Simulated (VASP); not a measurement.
# As in VASP: single point with PBE+D3(BJ)

Aim: the single point of As with PBE+D3(BJ).

Everything below comes from runs of VASP 6.6.1. Logs are shortened: lines on timing, memory, paths and dates and some standing lists are left out, and cuts for length are marked.

**1. The cell of the first run**

The cell holds a slab with vacuum, 4 atoms: a = 3.572 Å, b = 3.572 Å, c = 20.295 Å, α = 90.00°, β = 90.00°, γ = 120.00°.

**2. Single point, PBE+D3(BJ) (layers slid over each other)**

File INCAR:

```
  PREC = Accurate
  ENCUT = 400
  EDIFF = 1E-6
  ISMEAR = 0
  SIGMA = 0.05
  LREAL = False
  LASPH = True
  NELM = 120
  ALGO = Normal
  ISIF = 2
  LWAVE = False
  LCHARG = False
  LDIPOL = True
  IDIPOL = 3
  DIPOL = 0.5 0.5 0.371
  GGA = PE
  IVDW = 12
  NBANDS = 38
  GGA_COMPAT = False
  NELMDL = -8
```

File KPOINTS:

```
regular mesh
0
Gamma
  9 9 1
```

File POSCAR:

```
As
1.0
    3.5716242608      0.0000000000      0.0000000000
   -1.7858121304      3.0931173426      0.0000000000
    0.0000000000      0.0000000000     20.2951239197
As
4
Direct
    0.3333333333      0.6666666667      0.2217281362
    0.6666666667      0.3333333333      0.2905900936
    1.0000000000      1.0000000000      0.4517125392
    0.6666666667      1.3333333333      0.5205744967
```

Potentials or basis: VASP PAW PBE potentials, release 64 (As_d).

Run with:

```console
$ cat potpaw_PBE.64/As_d/POTCAR > POTCAR
$ mpirun -np 1 vasp_std > vasp.out
```

OUTCAR:

```text
PREC = Accurate
   ENCUT = 400
   EDIFF = 1E-6
   ISMEAR = 0
   LREAL = False
   LASPH = True
   NELM = 120
   ISIF = 2
   GGA = PE
   IVDW = 12
   NELMDL = -8
 IVDW          = 12

 ion  position               nearest neighbor table
   1  0.333  0.667  0.222-   2 2.49   2 2.49   2 2.49
   2  0.667  0.333  0.291-   1 2.49   1 2.49   1 2.49
   3  0.000  0.000  0.452-   4 2.49   4 2.49   4 2.49
   4  0.667  0.333  0.521-   3 2.49   3 2.49   3 2.49

  LATTYP: Found a hexagonal cell.
 ALAT       =     3.5716242608
 C/A-ratio  =     5.6823233458

  Lattice vectors:

 A1 = (   3.5716242608,   0.0000000000,   0.0000000000)
 A2 = (  -1.7858121304,   3.0931173426,   0.0000000000)
 A3 = (   0.0000000000,   0.0000000000,  20.2951239197)

Analysis of symmetry for initial positions (statically):
=====================================================================
 Subroutine PRICEL returns:
 Original cell was already a primitive cell.

 Routine SETGRP: Setting up the symmetry group for a
 hexagonal supercell.

 Subroutine GETGRP returns: Found  6 space group operations
 (whereof  6 operations were pure point group operations)
 out of a pool of 24 trial point group operations.

The static configuration has the point symmetry C_3v.

Analysis of symmetry for dynamics (positions and initial velocities):
=====================================================================
 Subroutine PRICEL returns:
 Original cell was already a primitive cell.

 Routine SETGRP: Setting up the symmetry group for a
 hexagonal supercell.

 Subroutine GETGRP returns: Found  6 space group operations
 (whereof  6 operations were pure point group operations)
 out of a pool of 24 trial point group operations.

The dynamic configuration has the point symmetry C_3v.

 Subroutine INISYM returns: Found  6 space group operations
 (whereof  6 operations are pure point group operations),
 and found     1 'primitive' translations

----------------------------------------------------------------------------------------

                                     Primitive cell

  volume of cell :     224.2094

  direct lattice vectors                    reciprocal lattice vectors
     3.571624261  0.000000000  0.000000000     0.279984659  0.161649218  0.000000000
    -1.785812130  3.093117343  0.000000000     0.000000000  0.323298436  0.000000000
     0.000000000  0.000000000 20.295123920     0.000000000  0.000000000  0.049272919

  length of vectors
     3.571624261  3.571624261 20.295123920     0.323298436  0.323298436  0.049272919

  position of ions in fractional coordinates (direct lattice)
     0.333333333  0.666666667  0.221728136
     0.666666667  0.333333333  0.290590094
     0.000000000  0.000000000  0.451712539
     0.666666667  0.333333333  0.520574497

  ion indices of the primitive-cell ions
   primitive index   ion index
                 1           1
                 2           2
                 3           3
                 4           4

----------------------------------------------------------------------------------------

 KPOINTS: regular mesh

Automatic generation of k-mesh.
 Grid dimensions read from file:
 generate k-points for:    9    9    1

 Generating k-lattice:

  Cartesian coordinates                     Fractional coordinates (reciprocal lattice)
     0.031109407  0.017961024  0.000000000     0.111111111 -0.000000000  0.000000000
     0.000000000  0.035922048  0.000000000     0.000000000  0.111111111  0.000000000
     0.000000000  0.000000000  0.049272919     0.000000000  0.000000000  1.000000000

  Length of vectors
     0.035922048  0.035922048  0.049272919

  Shift w.r.t. Gamma in fractional coordinates (k-lattice)
     0.000000000  0.000000000  0.000000000

 Subroutine IBZKPT returns following result:
 ===========================================

 Found     12 irreducible k-points:

 Following reciprocal coordinates:
            Coordinates               Weight
  0.000000  0.000000  0.000000      1.000000
  0.111111  0.000000  0.000000      6.000000
  0.222222  0.000000  0.000000      6.000000
  0.333333  0.000000  0.000000      6.000000
  0.444444  0.000000  0.000000      6.000000
  0.111111  0.111111  0.000000      6.000000
  0.222222  0.111111  0.000000     12.000000
  0.333333  0.111111  0.000000     12.000000
  0.444444  0.111111  0.000000      6.000000
  0.222222  0.222222  0.000000      6.000000
  0.333333  0.222222  0.000000     12.000000
  0.333333  0.333333  0.000000      2.000000
   k-points           NKPTS =     12   k-points in BZ     NKDIM =     12   number of bands    NBANDS=     38
   number of dos      NEDOS =    301   number of ions     NIONS =      4
   total plane-waves  NPLWV =  80640
   dimension x,y,z NGX =    24 NGY =   24 NGZ =  140
   dimension x,y,z NGXF=    48 NGYF=   48 NGZF=  280
   ions per type =               4
   NGX,Y,Z   is equivalent  to a cutoff of  11.17, 11.17, 11.47 a.u.
   NGXF,Y,Z  is equivalent  to a cutoff of  22.34, 22.34, 22.94 a.u.
 SYSTEM =  unknown system
   PREC   = accura    normal or accurate (medium, high low for compatibility)
   ISTART =      0    job   : 0-new  1-cont  2-samecut
   ICHARG =      2    charge: 1-file 2-atom 10-const
   ISPIN  =      1    spin polarized calculation?
   LNONCOLLINEAR =      F non collinear calculations
   LSORBIT =      F    spin-orbit coupling
   LASPH  =      T    aspherical Exc in radial PAW
   ENCUT  =  400.0 eV  29.40 Ry    5.42 a.u.   5.82  5.82 33.10*2*pi/ulx,y,z
   NELM   =    120;   NELMIN=  2; NELMDL= -8     # of ELM steps
   EDIFF  = 0.1E-05   stopping-criterion for ELM
   LREAL  =      F    real-space projection
   EDIFFG = 0.1E-04   stopping-criterion for IOM
   NSW    =      0    number of steps for IOM
   IBRION =     -1    ionic relax: 0-MD 1-quasi-New 2-CG
   NFREE  =      0    steps in history (QN), initial steepest desc. (CG)
   ISIF   =      2    stress and relaxation
   ISYM   =      2    0-nonsym 1-usesym 2-fastsym
   POTIM  = 0.5000    time-step for ionic-motion
   TEBEG  =    0.0;   TEEND  =   0.0 temperature during run
   PSTRESS=    0.0 pullay stress
   NELECT =      60.0000    total number of electrons
   NUPDOWN=      -1.0000    fix difference up-down
   EMIN   =  10.00;   EMAX   =-10.00  energy-range for DOS
   EFERMI =   0.00;   METHOD = LEGACY
   ISMEAR =     0;   SIGMA  =   0.05  broadening in eV -4-tet -1-fermi 0-gaus
   EFERMI_NEDOS =   21; number of points for ismear=-14 and -15
   IALGO  =     38    algorithm
   IMIX   =      4    mixing-type and parameters
     AMIX     =   0.40;   BMIX     =  1.00
     AMIX_MAG =   1.60;   BMIX_MAG =  1.00
  volume/ion in A,a.u.               =      56.05       378.26
  Fermi-wavevector in a.u.,A,eV,Ry     =   1.054971  1.993607 15.142799  1.112964
  Thomas-Fermi vector in A             =   2.190152
   LORBIT       =      0    0 simple, 1 ext, 2 COOP (PROOUT), +10 PAW based schemes
   GGA     = PE    functional components
   LHFCALC =     F    Hartree Fock is set to
   AEXX    =    0.0000 exact exchange contribution
   IVDW    =    12    specifies the selected vdW correction
   LEPSILON=     F    determine dielectric tensor
   LRPA    =     F    only Hartree local field effects (RPA)
 non-spin polarized calculation
 Gauss-broadening in eV      SIGMA  =   0.05
  energy-cutoff  :      400.00
  volume of cell :      224.21
 maximum number of plane-waves:      4097
 NGX is ok and might be reduce to    24
   NGX = 11   NGY = 11   NGZ = 67

 number of electron      60.0000033 magnetization

 dipolmoment           0.000000      0.000000     -0.004290 electrons x Angstroem

 Free energy of the ion-electron system (eV)
  ---------------------------------------------------
  ext. energy  EPLUGINS =         0.00000000
  ---------------------------------------------------
  free energy    TOTEN  =       -18.69201070 eV

  energy without entropy =      -18.69201070  energy(sigma->0) =      -18.69201070

 E-fermi :  -1.6863     XC(G=0):  -4.9239

 val. band max:       -1.9343300005   @ k =   0.1111   0.0000   0.0000
 cond. band min:      -0.9349998744   @ k =   0.3333   0.0000   0.0000
 fundamental gap:      0.9993301261
 Fermi energy:        -1.6862928892

 k-point     1 :       0.0000    0.0000    0.0000
  band No.  band energies     occupation
      1     -37.3965      2.00000
      2     -37.3965      2.00000
      3     -37.3551      2.00000
      4     -37.3551      2.00000
      5     -37.3334      2.00000
      6     -37.3334      2.00000
[... 30 lines left out ...]
     37       2.6286      0.00000
     38       2.8806      0.00000

 k-point     2 :       0.1111    0.0000    0.0000
  band No.  band energies     occupation
      1     -37.3960      2.00000
      2     -37.3928      2.00000
      3     -37.3542      2.00000
      4     -37.3523      2.00000
      5     -37.3330      2.00000
      6     -37.3298      2.00000
[... 30 lines left out ...]
     37       2.8525      0.00000
     38       3.0996      0.00000

 k-point     3 :       0.2222    0.0000    0.0000
  band No.  band energies     occupation
      1     -37.3949      2.00000
      2     -37.3829      2.00000
      3     -37.3515      2.00000
      4     -37.3448      2.00000
      5     -37.3319      2.00000
      6     -37.3201      2.00000
[... 30 lines left out ...]
     37       3.3901      0.00000
     38       3.6597      0.00000

 k-point     4 :       0.3333    0.0000    0.0000
  band No.  band energies     occupation
      1     -37.3935      2.00000
      2     -37.3714      2.00000
      3     -37.3445      2.00000
      4     -37.3342      2.00000
      5     -37.3305      2.00000
      6     -37.3091      2.00000
[... 30 lines left out ...]
     37       4.1710      0.00000
     38       4.2085      0.00000

 k-point     5 :       0.4444    0.0000    0.0000
  band No.  band energies     occupation
      1     -37.3925      2.00000
      2     -37.3654      2.00000
      3     -37.3300      2.00000
      4     -37.3295      2.00000
      5     -37.3236      2.00000
      6     -37.3103      2.00000
[... 30 lines left out ...]
     37       4.1496      0.00000
     38       4.5367      0.00000

 k-point     6 :       0.1111    0.1111    0.0000
  band No.  band energies     occupation
      1     -37.3954      2.00000
      2     -37.3858      2.00000
      3     -37.3525      2.00000
      4     -37.3473      2.00000
      5     -37.3324      2.00000
      6     -37.3229      2.00000
[... 30 lines left out ...]
     37       3.2563      0.00000
     38       3.4599      0.00000

 k-point     7 :       0.2222    0.1111    0.0000
  band No.  band energies     occupation
      1     -37.3944      2.00000
      2     -37.3738      2.00000
      3     -37.3484      2.00000
      4     -37.3384      2.00000
      5     -37.3314      2.00000
      6     -37.3112      2.00000
[... 30 lines left out ...]
     37       3.8876      0.00000
     38       4.0855      0.00000

 k-point     8 :       0.3333    0.1111    0.0000
  band No.  band energies     occupation
      1     -37.3933      2.00000
      2     -37.3637      2.00000
      3     -37.3387      2.00000
      4     -37.3304      2.00000
      5     -37.3275      2.00000
      6     -37.3073      2.00000
[... 30 lines left out ...]
     37       4.4877      0.00000
     38       4.7960      0.00000

 k-point     9 :       0.4444    0.1111    0.0000
  band No.  band energies     occupation
      1     -37.3928      2.00000
      2     -37.3608      2.00000
      3     -37.3299      2.00000
      4     -37.3257      2.00000
      5     -37.3216      2.00000
      6     -37.3147      2.00000
[... 30 lines left out ...]
     37       4.3810      0.00000
     38       4.6622      0.00000

 k-point    10 :       0.2222    0.2222    0.0000
  band No.  band energies     occupation
      1     -37.3939      2.00000
      2     -37.3607      2.00000
      3     -37.3439      2.00000
      4     -37.3310      2.00000
      5     -37.3292      2.00000
      6     -37.3065      2.00000
[... 30 lines left out ...]
     37       4.7508      0.00000
     38       4.8347      0.00000

 k-point    11 :       0.3333    0.2222    0.0000
  band No.  band energies     occupation
      1     -37.3935      2.00000
      2     -37.3520      2.00000
      3     -37.3346      2.00000
      4     -37.3307      2.00000
      5     -37.3203      2.00000
      6     -37.3154      2.00000
[... 30 lines left out ...]
     37       5.2237      0.00000
     38       5.3629      0.00000

 k-point    12 :       0.3333    0.3333    0.0000
  band No.  band energies     occupation
      1     -37.3936      2.00000
      2     -37.3436      2.00000
      3     -37.3309      2.00000
      4     -37.3307      2.00000
      5     -37.3295      2.00000
      6     -37.3088      2.00000
[... 30 lines left out ...]
     37       5.9623      0.00000
     38       6.3526      0.00000

------------------------ aborting loop because EDIFF is reached ----------------------------------------

 vacuum level on the upper side and lower side of the slab       (xc-potential included)        -0.173        -0.103

 Edisp (eV)   -1.09260

 E8    (eV) :    -0.4774

  FORCE on cell =-STRESS in cart. coord.  units (eV):
  Direction    XX          YY          ZZ          XY          YZ          ZX
  --------------------------------------------------------------------------------------
  -------------------------------------------------------------------------------------
  Total       0.04225     0.04225    -0.50658     0.00000     0.00000    -0.00000
  in kB       0.30191     0.30191    -3.61994     0.00000     0.00000    -0.00000
  external pressure =       -1.01 kB  Pullay stress =        0.00 kB

 VOLUME and BASIS-vectors are now :
 -----------------------------------------------------------------------------
  energy-cutoff  :      400.00
  volume of cell :      224.21
      direct lattice vectors                 reciprocal lattice vectors
     3.571624261  0.000000000  0.000000000     0.279984659  0.161649218  0.000000000
    -1.785812130  3.093117343  0.000000000     0.000000000  0.323298436  0.000000000
     0.000000000  0.000000000 20.295123920     0.000000000  0.000000000  0.049272919

 POSITION                                       TOTAL-FORCE (eV/Angst)
 -----------------------------------------------------------------------------------
     -0.00000      2.06208      4.50000         0.000000      0.000000      0.025179
      1.78581      1.03104      5.89756        -0.000000     -0.000000      0.075841
      0.00000      0.00000      9.16756         0.000000      0.000000     -0.090111
      1.78581      1.03104     10.56512        -0.000000     -0.000000     -0.010909
 -----------------------------------------------------------------------------------
    total drift:                                0.000000     -0.000000      0.001259

  FREE ENERGIE OF THE ION-ELECTRON SYSTEM (eV)
  ---------------------------------------------------
  free  energy   TOTEN  =       -19.7846108971 eV

  energy  without entropy=      -19.7846108971  energy(sigma->0) =      -19.78461090

 vacuum level on the upper side and lower side of the slab         2.973         3.047
```

It took 57 s on 1 thread of AMD EPYC 9R45 (Zen 5), shared host; peak memory 0.25 GiB.

Results:

```yaml
Free_energy: -19.7846 eV
Largest_force: 0.090 eV/Å
Band_gap_on_the_k_mesh: 1.00 eV (least direct gap 1.74 eV)
Dispersion_energy_per_atom: -0.273 eV
```

Forces on the atoms (eV/Å):
```
As   0.000  0.000  0.025
As   0.000  0.000  0.076
As   0.000  0.000 -0.090
As   0.000  0.000 -0.011
```

Caveat: the cell differs from its parent crystal (layers slid over each other).
